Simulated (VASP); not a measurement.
Set up this calculation in VASP 6.6.1, as the native input.

- Task: single point
- Functional: LDA
- Potentials or basis: VASP PAW LDA potentials, release 64 (Ba_sv)
- Cutoff: 500 eV
- k mesh: 12 × 12 × 12
- Occupations: gaussian, width 0.1 eV
- Spin: no spin polarisation
- Dipole correction: no
- Further INCAR settings: ALGO = Normal; EDIFF = 1e-06; NBANDS = 11

The structure of Ba lies in POSCAR:

```
Ba
1.0
   -2.4011500000      2.4011500000      2.4011500000
    2.4011500000     -2.4011500000      2.4011500000
    2.4011500000      2.4011500000     -2.4011500000
Ba
1
Direct
    0.0000000000      0.0000000000      0.0000000000
```

One way to write it, as run:

INCAR

```
PREC = Accurate
ENCUT = 500
EDIFF = 1E-6
ISMEAR = 0
SIGMA = 0.1
LREAL = F
LASPH = T
NELM = 120
ALGO = Normal
ISIF = 2
LWAVE = F
LCHARG = F
NBANDS = 11
GGA_COMPAT = F
```

KPOINTS

```
Automatic mesh
0
Gamma
  12 12 12
```

Potentials or basis: VASP PAW LDA potentials, release 64 (Ba_sv).

Command:

```bash
$ cat potpaw_LDA.64/Ba_sv/POTCAR > POTCAR
$ mpirun -np 1 vasp_std > vasp.out
```

It gave:

```json
{"Pressure": "-0.2 GPa", "Band gap on the k mesh": "zero (band 5 reaches 2.53 eV, above the bottom of band 6 at 1.14 eV)"}
```

Caveat: spin-orbit coupling is left out, which moves the levels of the heavy elements.

Run time: 25 s on 1 thread of Intel Xeon 6975P-C, with other jobs on the host, peak memory 0.17 GiB.
